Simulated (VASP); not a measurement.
# PbSe (P6_3/mmc) in VASP: a series of runs, part 2 of 2

VASP 6.6.1.

### 3 Single point, PBE (volume changed by +3%)

The input, INCAR:

```
SYSTEM = PbSe
PREC = Accurate ; ENCUT = 520
EDIFF = 1E-6 ; ISMEAR = -1
SIGMA = 0.02 ; LREAL = .FALSE.
LASPH = .TRUE. ; NELM = 60
ALGO = Normal ; ISIF = 2
LWAVE = .FALSE. ; LCHARG = .FALSE.
GGA = PE ; NBANDS = 28
```

The input, KPOINTS:

```
Automatic mesh
0
G
  6 6 4
  0 0 0
```

The input, POSCAR:

```
PbSe
1.0
    4.3510928125      0.0000000000      0.0000000000
   -2.1755464062      3.7681569098      0.0000000000
    0.0000000000      0.0000000000      7.6514625662
Pb Se
2 2
Direct
    0.0000000000      0.0000000000      0.0000000000
    0.0000000000      0.0000000000      0.5000000000
    0.3333333333      0.6666666667      0.2500000000
    0.6666666667      0.3333333333      0.7500000000
```

Potentials or basis: VASP PAW PBE potentials, release 64 (Pb_d, Se).

Started as:

```sh
cat potpaw_PBE.64/Pb_d/POTCAR potpaw_PBE.64/Se/POTCAR > POTCAR
mpirun -np 1 vasp_std > vasp.out
```

OUTCAR:

```text
SYSTEM = PbSe
   PREC = Accurate
   ENCUT = 520
   EDIFF = 1E-6
   ISMEAR = -1
   LREAL = .FALSE.
   LASPH = .TRUE.
   NELM = 60
   ISIF = 2
   GGA = PE

 ion  position               nearest neighbor table
   1  0.000  0.000  0.000-   3 3.16   4 3.16   3 3.16   4 3.16   4 3.16   3 3.16   2 3.83   2 3.83

   2  0.000  0.000  0.500-   3 3.16   4 3.16   3 3.16   4 3.16   4 3.16   3 3.16   1 3.83   1 3.83

   3  0.333  0.667  0.250-   1 3.16   2 3.16   1 3.16   2 3.16   1 3.16   2 3.16
   4  0.667  0.333  0.750-   1 3.16   2 3.16   1 3.16   2 3.16   1 3.16   2 3.16

  LATTYP: Found a hexagonal cell.
 ALAT       =     4.3510928125
 C/A-ratio  =     1.7585151354

  Lattice vectors:

 A1 = (   4.3510928125,   0.0000000000,   0.0000000000)
 A2 = (  -2.1755464062,   3.7681569098,   0.0000000000)
 A3 = (   0.0000000000,   0.0000000000,   7.6514625662)

Analysis of symmetry for initial positions (statically):
=====================================================================
 Subroutine PRICEL returns:
 Original cell was already a primitive cell.

 Routine SETGRP: Setting up the symmetry group for a
 hexagonal supercell.

 Subroutine GETGRP returns: Found 24 space group operations
 (whereof 12 operations were pure point group operations)
 out of a pool of 24 trial point group operations.

The static configuration has the point symmetry D_3d.
 The point group associated with its full space group is D_6h.

Analysis of symmetry for dynamics (positions and initial velocities):
=====================================================================
 Subroutine PRICEL returns:
 Original cell was already a primitive cell.

 Routine SETGRP: Setting up the symmetry group for a
 hexagonal supercell.

 Subroutine GETGRP returns: Found 24 space group operations
 (whereof 12 operations were pure point group operations)
 out of a pool of 24 trial point group operations.

The dynamic configuration has the point symmetry D_3d.
 The point group associated with its full space group is D_6h.

 Subroutine INISYM returns: Found 24 space group operations
 (whereof 12 operations are pure point group operations),
 and found     1 'primitive' translations

----------------------------------------------------------------------------------------

                                     Primitive cell

  volume of cell :     125.4503

  direct lattice vectors                    reciprocal lattice vectors
     4.351092813  0.000000000  0.000000000     0.229827320  0.132690865  0.000000000
    -2.175546406  3.768156910  0.000000000     0.000000000  0.265381730  0.000000000
     0.000000000  0.000000000  7.651462566     0.000000000  0.000000000  0.130693968

  length of vectors
     4.351092813  4.351092812  7.651462566     0.265381730  0.265381730  0.130693968

  position of ions in fractional coordinates (direct lattice)
     0.000000000  0.000000000  0.000000000
     0.000000000  0.000000000  0.500000000
     0.333333333  0.666666667  0.250000000
     0.666666667  0.333333333  0.750000000

  ion indices of the primitive-cell ions
   primitive index   ion index
                 1           1
                 2           2
                 3           3
                 4           4

----------------------------------------------------------------------------------------

 KPOINTS: Automatic mesh

Automatic generation of k-mesh.
 Grid dimensions read from file:
 generate k-points for:    6    6    4

 Generating k-lattice:

  Cartesian coordinates                     Fractional coordinates (reciprocal lattice)
     0.038304553  0.022115144  0.000000000     0.166666667  0.000000000  0.000000000
     0.000000000  0.044230288  0.000000000     0.000000000  0.166666667  0.000000000
     0.000000000  0.000000000  0.032673492     0.000000000  0.000000000  0.250000000

  Length of vectors
     0.044230288  0.044230288  0.032673492

  Shift w.r.t. Gamma in fractional coordinates (k-lattice)
     0.000000000  0.000000000  0.000000000

 Subroutine IBZKPT returns following result:
 ===========================================

 Found     21 irreducible k-points:

 Following reciprocal coordinates:
            Coordinates               Weight
  0.000000  0.000000  0.000000      1.000000
  0.166667 -0.000000  0.000000      6.000000
  0.333333  0.000000  0.000000      6.000000
  0.500000  0.000000  0.000000      3.000000
  0.166667  0.166667  0.000000      6.000000
  0.333333  0.166667  0.000000     12.000000
[... 13 lines left out ...]
  0.333333  0.166667  0.500000     12.000000
  0.333333  0.333333  0.500000      2.000000
   k-points           NKPTS =     21   k-points in BZ     NKDIM =     21   number of bands    NBANDS=     28
   number of dos      NEDOS =    301   number of ions     NIONS =      4
   total plane-waves  NPLWV =  61440
   dimension x,y,z NGX =    32 NGY =   32 NGZ =   60
   dimension x,y,z NGXF=    64 NGYF=   64 NGZF=  120
   ions per type =               2   2
   NGX,Y,Z   is equivalent  to a cutoff of  12.23, 12.23, 13.04 a.u.
   NGXF,Y,Z  is equivalent  to a cutoff of  24.45, 24.45, 26.07 a.u.
 SYSTEM =  PbSe
   PREC   = accura    normal or accurate (medium, high low for compatibility)
   ISTART =      0    job   : 0-new  1-cont  2-samecut
   ICHARG =      2    charge: 1-file 2-atom 10-const
   ISPIN  =      1    spin polarized calculation?
   LNONCOLLINEAR =      F non collinear calculations
   LSORBIT =      F    spin-orbit coupling
   LASPH  =      T    aspherical Exc in radial PAW
   ENCUT  =  520.0 eV  38.22 Ry    6.18 a.u.   8.09  8.09 14.23*2*pi/ulx,y,z
   NELM   =     60;   NELMIN=  2; NELMDL= -5     # of ELM steps
   EDIFF  = 0.1E-05   stopping-criterion for ELM
   LREAL  =      F    real-space projection
   EDIFFG = 0.1E-04   stopping-criterion for IOM
   NSW    =      0    number of steps for IOM
   IBRION =     -1    ionic relax: 0-MD 1-quasi-New 2-CG
   NFREE  =      0    steps in history (QN), initial steepest desc. (CG)
   ISIF   =      2    stress and relaxation
   ISYM   =      2    0-nonsym 1-usesym 2-fastsym
   POTIM  = 0.5000    time-step for ionic-motion
   TEBEG  =    0.0;   TEEND  =   0.0 temperature during run
   PSTRESS=    0.0 pullay stress
   NELECT =      40.0000    total number of electrons
   NUPDOWN=      -1.0000    fix difference up-down
   EMIN   =  10.00;   EMAX   =-10.00  energy-range for DOS
   EFERMI =   0.00;   METHOD = LEGACY
   ISMEAR =    -1;   SIGMA  =   0.02  broadening in eV -4-tet -1-fermi 0-gaus
   EFERMI_NEDOS =   21; number of points for ismear=-14 and -15
   IALGO  =     38    algorithm
   IMIX   =      4    mixing-type and parameters
     AMIX     =   0.40;   BMIX     =  1.00
     AMIX_MAG =   1.60;   BMIX_MAG =  1.00
  volume/ion in A,a.u.               =      31.36       211.65
  Fermi-wavevector in a.u.,A,eV,Ry     =   1.118418  2.113504 17.018974  1.250859
  Thomas-Fermi vector in A             =   2.255049
   LORBIT       =      0    0 simple, 1 ext, 2 COOP (PROOUT), +10 PAW based schemes
   GGA     = PE    functional components
   LHFCALC =     F    Hartree Fock is set to
   AEXX    =    0.0000 exact exchange contribution
   IVDW    =     0    specifies the selected vdW correction
   LEPSILON=     F    determine dielectric tensor
   LRPA    =     F    only Hartree local field effects (RPA)
 non-spin polarized calculation
  energy-cutoff  :      520.00
  volume of cell :      125.45
 maximum number of plane-waves:      3400
   NGX = 17   NGY = 17   NGZ = 29

 number of electron      39.9999997 magnetization

 Free energy of the ion-electron system (eV)
  ---------------------------------------------------
  ext. energy  EPLUGINS =         0.00000000
  ---------------------------------------------------
  free energy    TOTEN  =       -16.18920063 eV

  energy without entropy =      -16.18870245  energy(sigma->0) =      -16.18895154

 E-fermi :   4.3642     XC(G=0):  -9.1056

 val. band max:        4.3361610266   @ k =   0.0000   0.0000   0.0000
 cond. band min:       4.3763025111   @ k =   0.0000   0.0000   0.0000
 fundamental gap:      0.0401414844
 Fermi energy:         4.3641590418

 k-point     1 :       0.0000    0.0000    0.0000
  band No.  band energies     occupation
      1     -12.7951      2.00000
      2     -12.7576      2.00000
      3     -12.7576      2.00000
      4     -12.7475      2.00000
      5     -12.7475      2.00000
      6     -12.7368      2.00000
[... 640 lines left out ...]
     27      11.4371      0.00000
     28      11.4371      0.00000

------------------------ aborting loop because EDIFF is reached ----------------------------------------

  FORCE on cell =-STRESS in cart. coord.  units (eV):
  Direction    XX          YY          ZZ          XY          YZ          ZX
  --------------------------------------------------------------------------------------
  -------------------------------------------------------------------------------------
  Total       -0.9276387     -0.9276387     -1.1395922     -0.0000000      0.0000000     -0.0000000
  in kB      -11.8472526    -11.8472526    -14.5541971     -0.0000000      0.0000000     -0.0000000
  external PRESSURE =     -12.7495674 kB  Pullay stress =       0.0000000 kB

 VOLUME and BASIS-vectors are now :
 -----------------------------------------------------------------------------
  energy-cutoff  :      520.00
  volume of cell :      125.45
      direct lattice vectors                 reciprocal lattice vectors
     4.351092813  0.000000000  0.000000000     0.229827320  0.132690865  0.000000000
    -2.175546406  3.768156910  0.000000000     0.000000000  0.265381730  0.000000000
     0.000000000  0.000000000  7.651462566     0.000000000  0.000000000  0.130693968

 POSITION                                       TOTAL-FORCE (eV/Angst)
 -----------------------------------------------------------------------------------
      0.00000      0.00000      0.00000         0.000000      0.000000      0.000000
      0.00000      0.00000      3.82573         0.000000      0.000000      0.000000
     -0.00000      2.51210      1.91287         0.000000      0.000000     -0.000000
      2.17555      1.25605      5.73860        -0.000000     -0.000000      0.000000
 -----------------------------------------------------------------------------------
    total drift:                                0.000000     -0.000000      0.000000

  FREE ENERGIE OF THE ION-ELECTRON SYSTEM (eV)
  ---------------------------------------------------
  free  energy   TOTEN  =       -16.1892006346 eV

  energy  without entropy=      -16.1887024470  energy(sigma->0) =      -16.18895154
```

OSZICAR:

```text
N       E                     dE             d eps       ncg     rms          rms(c)
DAV:   1     0.401383709833E+03    0.40138E+03   -0.18109E+04  1176   0.143E+03
DAV:   2     0.271153622498E+02   -0.37427E+03   -0.36379E+03  1184   0.387E+02
DAV:   3    -0.149619386524E+02   -0.42077E+02   -0.40568E+02  1524   0.148E+02
DAV:   4    -0.168479475380E+02   -0.18860E+01   -0.18795E+01  1348   0.332E+01
DAV:   5    -0.169195571435E+02   -0.71610E-01   -0.71603E-01  1592   0.686E+00    0.382E+00
DAV:   6    -0.161880627641E+02    0.73149E+00   -0.16854E+00  1608   0.743E+00    0.194E+00
DAV:   7    -0.161838662821E+02    0.41965E-02   -0.30366E-01  1296   0.211E+00    0.120E+00
DAV:   8    -0.161918990671E+02   -0.80328E-02   -0.42594E-02  1344   0.181E+00    0.395E-01
DAV:   9    -0.161888788236E+02    0.30202E-02   -0.88624E-03  1604   0.774E-01    0.111E-01
DAV:  10    -0.161891522968E+02   -0.27347E-03   -0.10789E-03  1404   0.164E-01    0.339E-02
DAV:  11    -0.161891980677E+02   -0.45771E-04   -0.84924E-05  1324   0.700E-02    0.692E-03
DAV:  12    -0.161892004931E+02   -0.24254E-05   -0.62287E-06  1264   0.182E-02    0.246E-03
DAV:  13    -0.161892006346E+02   -0.14154E-06   -0.17520E-06   988   0.934E-03
   1 F= -.16189201E+02 E0= -.16188952E+02  d E =-.498188E-03
```

Wall time 23 s (1 thread of Intel Xeon 6975P-C (Granite Rapids), shared host); peak memory 0.26 GiB.

What came out:

```
Free energy            : -16.1892 eV
Pressure               : -1.3 GPa
Band gap on the k mesh : 0.04 eV, direct
```

Stress tensor (GPa, compression positive):
```
-1.18  0.00  0.00
 0.00 -1.18  0.00
 0.00  0.00 -1.46
```

Caveat: spin-orbit coupling is left out, which moves the levels of the heavy elements. A k mesh can miss the band edges.
